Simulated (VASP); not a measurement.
**ScAl: single point with PBEsol**

ScAl:

```
Sc Al
1.0
     3.34460    0.00000    0.00000
     0.00000    3.34460    0.00000
     0.00000    0.00000    3.34460
Sc Al
1 1
Direct
  0.50000 0.50000 0.50000
  0.00000 0.00000 0.00000
```

```
Program                : VASP 6.6.1
Task                   : single point
Functional             : PBEsol
Potentials or basis    : VASP PAW PBE potentials, release 64 (Sc_sv, Al)
Cutoff                 : 520 eV
k mesh                 : 12 × 12 × 12
Occupations            : fermi-dirac, width 0.05 eV
Spin                   : no spin polarisation
Dipole correction      : no
Further INCAR settings : ALGO = Normal; EDIFF = 1e-06; NBANDS = 14
```

```json
{
 "Pressure": "0.1 GPa",
 "Band gap on the k mesh": "zero (band 7 reaches 6.48 eV, above the bottom of band 8 at 5.29 eV)"
}
```

Levels at points of the mesh, in eV from the Fermi level:
```
           k point  band 3  band 4  band 5  band 6  band 7  band 8  band 9  band 10  band 11  band 12
(0.00, 0.00, 0.00)  -27.82  -27.82   -8.53   -0.70   -0.70    2.79    2.79     2.79     3.85     3.85
(0.50, 0.00, 0.00)  -27.80  -27.80   -5.67   -4.60    0.27    0.81    0.81     3.03     3.94     6.08
(0.50, 0.50, 0.00)  -27.99  -27.78   -4.74   -1.83   -1.83   -0.84    1.57     1.57     3.82     5.10
(0.50, 0.50, 0.50)  -27.96  -27.96   -2.59   -2.59   -2.59   -0.32    2.98     2.98     2.98     3.89
```

Wall time 21 s on 1 thread of Intel(R) Xeon(R) 6975P-C (Granite Rapids), with other jobs on the host, peak memory 0.18 GiB.

Caveat: the PAW data sets were made with another functional, which shifts forces and pressure a little.
